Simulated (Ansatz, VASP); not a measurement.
# One calculation of BeS, two programs

```
Be S
1.0
     0.00000    2.43306    2.43306
     2.43306    0.00000    2.43306
     2.43306    2.43306    0.00000
Be S
1 1
Direct
  0.00000 0.00000 0.00000
  0.75000 0.75000 0.75000
```

Alike in both runs: task single point; functional PBE; k mesh 12 × 12 × 12; occupations gaussian, width 0.05 eV; no spin polarisation.

|  | VASP | Ansatz |
| --- | --- | --- |
| version | VASP 6.6.1 | Ansatz 0.2.0 |
| potentials or method | VASP PAW PBE potentials, release 64 (Be, S), cutoff 520 eV | scalar-relativistic, plane waves, PAW |
| valence electrons in the cell | 8 | 8 |

```tsv
	VASP	Ansatz	Ansatz less VASP
gap on the k mesh at the Fermi level (eV)	3.13	3.13	-0.001
least direct gap on the mesh (eV)	5.67	5.66	-0.018
pressure (GPa)	0.6	0.6	-0.01
```
